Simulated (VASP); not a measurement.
Wanted: the native input for a VASP 6.6.1 run.

- Task: single point
- Functional: LDA
- Potentials or basis: VASP PAW LDA potentials, release 64 (Hf_pv, O)
- Cutoff: 520 eV
- k mesh: 6 × 6 × 8
- Occupations: gaussian, width 0.05 eV
- Spin: no spin polarisation
- Dipole correction: no
- Further INCAR settings: ALGO = Normal; EDIFF = 1e-07; NBANDS = 31

The structure of HfO2 lies in POSCAR:

```
HfO2
1.0
    4.7888983834      0.0000000000      0.0000000000
    0.0000000000      4.7888983834      0.0000000000
    0.0000000000      0.0000000000      3.1380316799
Hf O
2 4
Direct
    0.0000000000      0.0000000000      0.0000000000
    0.5000000000      0.5000000000      0.5000000000
    0.1951075733      0.8048924267      0.5000000000
    0.3048924267      0.3048924267      0.0000000000
    0.6951075733      0.6951075733      0.0000000000
    0.8048924267      0.1951075733      0.5000000000
```

This cell differs from its parent crystal: strain +0.000 along x and y, -0.015 along z.

One way to write it, as run:

INCAR

```
PREC = Accurate
ENCUT = 520
EDIFF = 1E-7
ISMEAR = 0
SIGMA = 0.05
LREAL = F
LASPH = T
NELM = 100
ALGO = Normal
ISIF = 2
LWAVE = F
LCHARG = F
GGA = CA
NBANDS = 31
```

KPOINTS

```
regular mesh
0
Gamma
  6 6 8
```

Potentials or basis: VASP PAW LDA potentials, release 64 (Hf_pv, O).

Run with:

```bash
$ cat potpaw_LDA.64/Hf_pv/POTCAR potpaw_LDA.64/O/POTCAR > POTCAR
$ mpirun -np 1 vasp_std > vasp.out
```

Results of the run:

The pressure is 2.4 GPa and the largest force is 0.126 eV/Å. The band gap on the k mesh is 3.88 eV.

Caveat: the cell differs from its parent crystal (strain +0.000 along x and y, -0.015 along z); spin-orbit coupling is left out, which moves the levels of the heavy elements.

It took 89 s on 1 thread of Intel Xeon 8259CL, with other jobs on the host, peak memory 0.22 GiB.
